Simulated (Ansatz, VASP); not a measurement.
# Two plane-wave programs on B3I2

```
CELL_PARAMETERS angstrom
3.92821 -5.08414 0.00000
3.92821 5.08414 0.00000
0.00000 0.00000 2.98677
ATOMIC_POSITIONS crystal
B 0.41843 0.58157 0.00000
B 0.58157 0.41843 0.00000
B 0.50000 0.50000 0.50000
I 0.00000 0.50000 0.00000
I 0.50000 0.00000 0.00000
```

Alike in both runs: functional PBE; k mesh 6 × 6 × 12; occupations gaussian, width 0.1 eV; no spin polarisation.

Ansatz relaxed the structure, and its values are those at the end. VASP's run is a single point on that final structure, the one shown.

|  | VASP | Ansatz |
| --- | --- | --- |
| version | VASP 6.6.1 | Ansatz 0.2.0 |
| potentials or method | VASP PAW PBE potentials, release 64 (B, I), cutoff 520 eV | scalar-relativistic, plane waves, PAW |
| valence electrons in the cell | 23 | 43 |

|  | VASP | Ansatz | Ansatz less VASP |
| --- | --- | --- | --- |
| gap on the k mesh at the Fermi level (eV) | none | none | - |
| pressure (GPa) | 0.0 | 0.0 | +0.03 |
| rms of the force components (eV/Å) | 0.007 | 0.000 | -0.0062 |

A gap of «none» marks a metal or a gap that the smearing closes. VASP's potentials hold 23 valence electrons a cell and Ansatz's 43, so a difference there can come from the potentials and not from the codes.

Spin-orbit coupling is off throughout.
